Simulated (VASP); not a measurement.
Write the native input for VASP 6.6.1 that does the following.

```yaml
Task: single point
Functional: LDA
Potentials_or_basis: VASP PAW LDA potentials, release 64 (Ni_sv_GW)
Cutoff: 590 eV
k_mesh: 11 × 11 × 15
Occupations: fermi-dirac, width 0.1 eV
Spin: collinear spin, ferromagnetic start
Starting_moments: "[1.0, 1.0, 1.0] μB"
Dipole_correction: no
Further_INCAR_settings: ALGO = Normal; EDIFF = 1e-06; NBANDS = 38
```

The structure of Ni lies in POSCAR:

```
Ni
1.0
    3.4321329161      0.0000000000      0.0000000000
   -1.7160664581      2.9723142945      0.0000000000
    0.0000000000      0.0000000000      2.0493715112
Ni
3
Direct
    0.0000000000      0.0000000000      0.0000000000
    0.3333333333      0.6666666667      0.5000000000
    0.6666666667      0.3333333333      0.5000000000
```

This isn't the form of Ni at room conditions, which is fcc.

One way to write it, as run:

INCAR

```
SYSTEM = Ni
PREC     = Accurate       ! precision mode
ENCUT    = 590            ! plane-wave cutoff, eV
EDIFF    = 1E-6           ! SCF threshold, eV
ISMEAR   = -1             ! smearing method
SIGMA    = 0.1            ! smearing width, eV
LREAL    = .False.        ! projectors in reciprocal space
LASPH    = .True.         ! aspherical terms in the spheres
NELM     = 200            ! most SCF steps
ALGO     = Normal         ! electronic algorithm
ISIF     = 2              ! what is computed and relaxed
LWAVE    = .False.        ! write WAVECAR
LCHARG   = .False.        ! write CHGCAR
ISPIN    = 2              ! spin polarisation
MAGMOM   = 1 1 1          ! initial moments
LORBIT   = 11             ! projections on sites
LMAXMIX  = 4              ! l up to which the mixer works
NBANDS   = 38             ! bands
GGA_COMPAT= .False.
```

KPOINTS

```
Automatic mesh
0
Gamma
  11 11 15
  0 0 0
```

Potentials or basis: VASP PAW LDA potentials, release 64 (Ni_sv_GW).

The run is started by

```sh
$ cat potpaw_LDA.64/Ni_sv_GW/POTCAR > POTCAR
$ mpirun -np 1 vasp_std > vasp.out
```

It gave:

| Quantity | Value |
| --- | --- |
| Pressure | 227.5 GPa |
| Band gap on the k mesh | zero (filled and empty bands overlap) |
| Net moment | 0.00 μB per cell |
| Valence electrons inside the program's atomic spheres | Ni 17.01, 17.10 (each value once) |

Caveat: the cell stands under pressure.

Run time: 8.2 min on 1 thread of Intel(R) Xeon(R) Platinum 8259CL CPU @ 2.50GHz (Skylake/Cascade Lake), with other jobs on the host, peak memory 0.29 GiB.
